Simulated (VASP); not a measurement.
A run of VASP 6.6.1 is set up as follows.

The input INCAR:

```
PREC = Accurate ; ENCUT = 520
EDIFF = 1E-7 ; ISMEAR = 0
SIGMA = 0.1 ; LREAL = False
LASPH = True ; NELM = 100
ALGO = Normal ; ISIF = 2
LWAVE = False ; LCHARG = False
GGA = PE ; NBANDS = 10
```

The input KPOINTS:

```
regular mesh
0
Gamma
  4 4 4
```

The input POSCAR:

```
K
1.0
    4.4273779527      0.0000000000      0.0000000000
    0.0000000000      4.4273779527      0.0000000000
    0.0000000000      0.0000000000      4.5362724713
K
1
Direct
    0.0000000000      0.0000000000      0.0000000000
```

Potentials or basis: VASP PAW PBE potentials, release 64 (K_sv).

Command:

```bash
$ cat potpaw_PBE.64/K_sv/POTCAR > POTCAR
$ mpirun -np 1 vasp_std > vasp.out
```

**Question.** Estimate the pressure.

**Answer.** -0.3 GPa.

Stress tensor (GPa, compression positive):
```
-0.22  0.00  0.00
 0.00 -0.22  0.00
 0.00  0.00 -0.41
```
